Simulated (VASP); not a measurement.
# CsB5 (Pmmm) in VASP: single point with PBE

Aim: the single point of CsB5 with PBE.

Everything below comes from runs of VASP 6.6.1. Logs are shortened: lines on timing, memory, paths and dates and some standing lists are left out, and cuts for length are marked.

### 1 The cell of the first run

Symmetry: Pmmm, No. 47, orthorhombic system. Conventional cell: a = 3.066 Å, b = 6.934 Å, c = 7.748 Å, α = 90.00°, β = 90.00°, γ = 90.00°. Cs (site symmetry mmm) has 2 Cs at 3.07 Å and 14 B at 3.45 to 4.16 Å within 4.2 Å. Within 2.1 Å of B (site symmetry mm2) lie 3 B at 1.57 to 1.72 Å. B (site symmetry 2mm) has 2 B at 1.53 Å within 2.0 Å. Within 2.3 Å of B (site symmetry mmm) lie 4 B at 1.72 Å.

The cell was built from a structure type or drawn by symmetry, and may not be a known phase.

### 2 Single point, PBE

Input file INCAR:

```
SYSTEM = CsB5
  PREC = Accurate
  ENCUT = 520
  EDIFF = 1E-7
  ISMEAR = 0
  SIGMA = 0.1
  LREAL = .False.
  LASPH = .True.
  NELM = 60
  ALGO = Normal
  ISIF = 2
  LWAVE = .False.
  LCHARG = .True.
  GGA = PE
  LELF = .True.
  LVHAR = .True.
  NBANDS = 21
```

Input file KPOINTS:

```
regular mesh
0
Gamma
  12 6 6
  0 0 0
```

Input file POSCAR:

```
CsB5
1.0
    3.0658515513      0.0000000000      0.0000000000
    0.0000000000      6.9335220381      0.0000000000
    0.0000000000      0.0000000000      7.7484389311
Cs B
1 5
Direct
    0.0000000000      0.5000000000      0.5000000000
    0.5000000000      0.5000000000      0.8989506070
    0.5000000000      0.5000000000      0.1010493930
    0.2500409855      0.0000000000      0.5000000000
    0.7499590145      0.0000000000      0.5000000000
    0.0000000000      0.5000000000      0.0000000000
```

Potentials or basis: VASP PAW PBE potentials, release 64 (Cs_sv, B).

Started as:

```
cat potpaw_PBE.64/Cs_sv/POTCAR potpaw_PBE.64/B/POTCAR > POTCAR
mpirun -np 1 vasp_std > vasp.out
```

OUTCAR:

```text
SYSTEM = CsB5
   PREC = Accurate
   ENCUT = 520
   EDIFF = 1E-7
   ISMEAR = 0
   LREAL = .False.
   LASPH = .True.
   NELM = 60
   ISIF = 2
   GGA = PE

 ion  position               nearest neighbor table
   1  0.000  0.500  0.500-
   2  0.500  0.500  0.899-   3 1.57   6 1.72   6 1.72
   3  0.500  0.500  0.101-   2 1.57   6 1.72   6 1.72
   4  0.250  0.000  0.500-   5 1.53   5 1.53
   5  0.750  0.000  0.500-   4 1.53   4 1.53
   6  0.000  0.500  0.000-   2 1.72   3 1.72   2 1.72   3 1.72

  LATTYP: Found a simple orthorhombic cell.
 ALAT       =     3.0658515513
 B/A-ratio  =     2.2615322112
 C/A-ratio  =     2.5273366311

  Lattice vectors:

 A1 = (   3.0658515513,   0.0000000000,   0.0000000000)
 A2 = (   0.0000000000,   6.9335220381,   0.0000000000)
 A3 = (   0.0000000000,   0.0000000000,   7.7484389311)

Analysis of symmetry for initial positions (statically):
=====================================================================
 Subroutine PRICEL returns:
 Original cell was already a primitive cell.

 Routine SETGRP: Setting up the symmetry group for a
 simple orthorhombic supercell.

 Subroutine GETGRP returns: Found  8 space group operations
 (whereof  8 operations were pure point group operations)
 out of a pool of  8 trial point group operations.

The static configuration has the point symmetry D_2h.

Analysis of symmetry for dynamics (positions and initial velocities):
=====================================================================
 Subroutine PRICEL returns:
 Original cell was already a primitive cell.

 Routine SETGRP: Setting up the symmetry group for a
 simple orthorhombic supercell.

 Subroutine GETGRP returns: Found  8 space group operations
 (whereof  8 operations were pure point group operations)
 out of a pool of  8 trial point group operations.

The dynamic configuration has the point symmetry D_2h.

 Subroutine INISYM returns: Found  8 space group operations
 (whereof  8 operations are pure point group operations),
 and found     1 'primitive' translations

----------------------------------------------------------------------------------------

                                     Primitive cell

  volume of cell :     164.7097

  direct lattice vectors                    reciprocal lattice vectors
     3.065851551  0.000000000  0.000000000     0.326173653  0.000000000  0.000000000
[... 97 lines left out ...]
   NSW    =      0    number of steps for IOM
   IBRION =     -1    ionic relax: 0-MD 1-quasi-New 2-CG
   NFREE  =      0    steps in history (QN), initial steepest desc. (CG)
   ISIF   =      2    stress and relaxation
   ISYM   =      2    0-nonsym 1-usesym 2-fastsym
   POTIM  = 0.5000    time-step for ionic-motion
   TEBEG  =    0.0;   TEEND  =   0.0 temperature during run
   PSTRESS=    0.0 pullay stress
   NELECT =      24.0000    total number of electrons
   NUPDOWN=      -1.0000    fix difference up-down
   EMIN   =  10.00;   EMAX   =-10.00  energy-range for DOS
   EFERMI =   0.00;   METHOD = LEGACY
   ISMEAR =     0;   SIGMA  =   0.10  broadening in eV -4-tet -1-fermi 0-gaus
   EFERMI_NEDOS =   21; number of points for ismear=-14 and -15
   IALGO  =     38    algorithm
   IMIX   =      4    mixing-type and parameters
     AMIX     =   0.40;   BMIX     =  1.00
     AMIX_MAG =   1.60;   BMIX_MAG =  1.00
  volume/ion in A,a.u.               =      27.45       185.25
  Fermi-wavevector in a.u.,A,eV,Ry     =   0.861467  1.627937 10.097238  0.742126
  Thomas-Fermi vector in A             =   1.979125
   LORBIT       =      0    0 simple, 1 ext, 2 COOP (PROOUT), +10 PAW based schemes
   GGA     = PE    functional components
   LHFCALC =     F    Hartree Fock is set to
   AEXX    =    0.0000 exact exchange contribution
   IVDW    =     0    specifies the selected vdW correction
   LEPSILON=     F    determine dielectric tensor
   LRPA    =     F    only Hartree local field effects (RPA)
 non-spin polarized calculation
 Gauss-broadening in eV      SIGMA  =   0.10
  energy-cutoff  :      520.00
  volume of cell :      164.71
 maximum number of plane-waves:      4479
 NGX is ok and might be reduce to    24
   NGX = 11   NGY = 25   NGZ = 29

 number of electron      24.0000003 magnetization

 Free energy of the ion-electron system (eV)
  ---------------------------------------------------
  ext. energy  EPLUGINS =         0.00000000
  ---------------------------------------------------
  free energy    TOTEN  =       -28.00716609 eV

  energy without entropy =      -27.98487270  energy(sigma->0) =      -27.99601939

 E-fermi :  -0.9035     XC(G=0):  -6.6349

 val. band max:       -0.9255220194   @ k =   0.3333   0.1667   0.5000
 cond. band min:      -0.9026921626   @ k =   0.3333   0.1667   0.1667
 fundamental gap:      0.0228298568
 Fermi energy:        -0.9034858702

 k-point     1 :       0.0000    0.0000    0.0000
  band No.  band energies     occupation
      1     -23.2786      2.00000
      2     -12.4984      2.00000
      3     -10.0490      2.00000
      4     -10.0138      2.00000
      5      -9.2346      2.00000
      6      -7.0744      2.00000
[... 565 lines left out ...]
     20       5.9377      0.00000
     21       6.0467      0.00000

 [... further k-points ...]

------------------------ aborting loop because EDIFF is reached ----------------------------------------

  FORCE on cell =-STRESS in cart. coord.  units (eV):
  Direction    XX          YY          ZZ          XY          YZ          ZX
  --------------------------------------------------------------------------------------
  -------------------------------------------------------------------------------------
  Total        0.1125906     -0.0212992      0.0470748     -0.0000000      0.0000000      0.0000000
  in kB        1.0951997     -0.2071837      0.4579094     -0.0000000      0.0000000      0.0000000
  external PRESSURE =       0.4486418 kB  Pullay stress =       0.0000000 kB

 VOLUME and BASIS-vectors are now :
 -----------------------------------------------------------------------------
  energy-cutoff  :      520.00
  volume of cell :      164.71
      direct lattice vectors                 reciprocal lattice vectors
     3.065851551  0.000000000  0.000000000     0.326173653  0.000000000  0.000000000
     0.000000000  6.933522038  0.000000000     0.000000000  0.144226844  0.000000000
     0.000000000  0.000000000  7.748438931     0.000000000  0.000000000  0.129058254

 POSITION                                       TOTAL-FORCE (eV/Angst)
 -----------------------------------------------------------------------------------
      0.00000      3.46676      3.87422         0.000000      0.000000      0.000000
      1.53293      3.46676      6.96546         0.000000      0.000000     -0.022273
      1.53293      3.46676      0.78298         0.000000      0.000000      0.022273
      0.76659      0.00000      3.87422         0.000698      0.000000     -0.000000
      2.29926      0.00000      3.87422        -0.000698      0.000000      0.000000
      0.00000      3.46676      0.00000         0.000000      0.000000      0.000000
 -----------------------------------------------------------------------------------
    total drift:                                0.000000     -0.000000     -0.000000

  FREE ENERGIE OF THE ION-ELECTRON SYSTEM (eV)
  ---------------------------------------------------
  free  energy   TOTEN  =       -28.0071660855 eV

  energy  without entropy=      -27.9848727009  energy(sigma->0) =      -27.99601939
```

Run time: 4.9 min. Hardware: 1 thread of Intel Xeon Platinum 8259CL at 2.50GHz (Skylake/Cascade Lake), shared host; peak memory 0.48 GiB.

What came out:

| Item | Value |
| --- | --- |
| Free energy | -28.0072 eV |
| Pressure | 0.0 GPa |
| Largest force | 0.022 eV/Å |
| Band gap on the k mesh | zero (bands 12 and 13 overlap by 1.76 eV) |

Forces in eV/Å, atoms in the order of the input:
```
Cs   0.000  0.000  0.000
B    0.000  0.000 -0.022
B    0.000  0.000  0.022
B    0.001  0.000  0.000
B   -0.001  0.000  0.000
B    0.000  0.000  0.000
```

Caveat: spin-orbit coupling is left out, which moves the levels of the heavy elements.
